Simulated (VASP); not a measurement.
# MgBe2Te3: relaxation of cell and atoms with PBE

Crystal: MgBe2Te3.

```
Mg Be Te
1.0
     3.77672    0.00000    0.00000
     0.00000    3.77672    0.00000
     0.00000    0.00000    8.21972
Mg Be Te
1 2 3
Direct
  0.50000 0.50000 0.62362
  0.50000 0.50000 0.26656
  0.00000 0.00000 0.73394
  0.50000 0.00000 0.99831
  0.00000 0.50000 0.99831
  0.00000 0.00000 0.37926
```

```json
{
  "Program": "VASP 6.6.1",
  "Task": "relaxation of cell and atoms",
  "Functional": "PBE",
  "Potentials or basis": "VASP PAW PBE potentials, release 64 (Mg, Be, Te)",
  "Cutoff": "600 eV",
  "k mesh": "4 × 4 × 2",
  "Occupations": "gaussian, width 0.1 eV",
  "Spin": "no spin polarisation",
  "Dipole correction": "no",
  "Further INCAR settings": "ALGO = Normal; EDIFF = 1e-07; IBRION = 2; EDIFFG = -0.04; NSW = 90; ISIF = 3"
}
```

```
Relaxed volume                         : 27.23 Å³/atom
Relaxed cell                           : a = 4.743 Å, b = 4.743 Å, c = 7.264 Å, α = 90.00°, β = 90.00°, γ = 90.00°
Space group after relaxing (to 0.05 Å) : P4mm (No. 99)
Energy gained by relaxing              : 827.1 meV/atom
Ionic steps                            : 50
Pressure after relaxing                : -0.1 GPa
Largest force after relaxing           : 0.035 eV/Å
Band gap on the k mesh                 : zero (band 12 reaches 5.76 eV, above the bottom of band 13 at 3.58 eV)
```

Forces in eV/Å, atoms in the order of the input:
```
Mg   0.000  0.000  0.035
Be   0.000  0.000  0.030
Be   0.000  0.000 -0.029
Te   0.000  0.000 -0.019
Te   0.000  0.000 -0.019
Te   0.000  0.000  0.002
```

Stress tensor (GPa, compression positive):
```
-0.16  0.00  0.00
 0.00 -0.16  0.00
 0.00  0.00 -0.08
```

Step by step:
```tsv
step	energy change (eV)	largest force (eV/Å)	pressure (GPa)	volume (Å³)
1	0.0000	1.1737	15.89	117.24
3	-1.7943	1.0408	-1.92	148.39
5	-2.7071	2.5697	3.04	135.59
7	-2.7295	1.7423	1.91	137.05
9	-2.8342	2.7310	2.55	137.18
11	-3.1180	2.5102	1.49	140.55
13	-3.6828	1.1377	-3.25	154.89
15	-4.0491	0.6314	-0.09	141.84
17	-4.0989	0.5438	0.15	141.10
19	-4.2294	0.6650	1.90	139.99
21	-4.2752	0.6220	1.09	140.84
23	-4.5045	0.8542	0.96	145.29
25	-4.5965	1.6625	1.21	149.64
27	-4.7603	0.7235	-1.10	160.65
29	-4.8738	0.2906	1.02	154.12
31	-4.8955	0.1973	0.11	157.11
33	-4.9050	0.1232	0.03	158.14
35	-4.9205	0.1218	0.34	160.07
37	-4.9261	0.1215	-0.24	163.11
39	-4.9315	0.1268	0.03	163.19
41	-4.9397	0.3488	-0.17	164.12
43	-4.9457	0.3464	-0.18	164.12
45	-4.9518	0.3250	-0.23	164.14
47	-4.9613	0.1071	0.04	163.08
49	-4.9619	0.0882	0.00	163.14
50	-4.9628	0.0352	-0.13	163.38
```

Final structure:
```
Mg Be Te
1.0
     4.74266    0.00000    0.00000
     0.00000    4.74266    0.00000
     0.00000    0.00000    7.26383
Mg Be Te
1 2 3
Direct
  0.50000 0.50000 0.48544
  0.50000 0.50000 0.10967
  0.00000 0.00000 0.85796
  0.50000 0.00000 0.01044
  0.00000 0.50000 0.01044
  0.00000 0.00000 0.52606
```

Levels at points of the mesh, in eV from the Fermi level:
```
           k point  band 9  band 10  band 11  band 12  band 13  band 14  band 15  band 16
(0.00, 0.00, 0.00)   -1.40    -1.04    -0.58    -0.58    -0.57    -0.33     2.12     3.39
(0.50, 0.00, 0.00)   -2.90    -2.83    -1.00    -0.88     1.13     2.53     2.85     3.75
(0.50, 0.50, 0.00)   -2.43    -2.43    -1.35     0.33     1.65     1.93     4.26     4.88
(0.00, 0.00, 0.50)   -1.59    -0.65    -0.51    -0.49    -0.49    -0.09     1.94     3.53
(0.50, 0.00, 0.50)   -2.37    -2.05    -1.72    -1.05     0.26     2.69     2.99     3.22
(0.50, 0.50, 0.50)   -1.78    -1.39    -1.39     1.61     1.66     1.94     2.37     3.92
```

Run time: 13 min on 1 thread of AMD EPYC 9R45 96-Core Processor (Zen 5), on a shared host, peak memory 0.24 GiB.

Caveat: the k points lie up to 0.43 Å⁻¹ apart in the final cell; the volume moved by over 15 % at a fixed basis, so the end points are rough; spin-orbit coupling is left out, which moves the levels of the heavy elements.
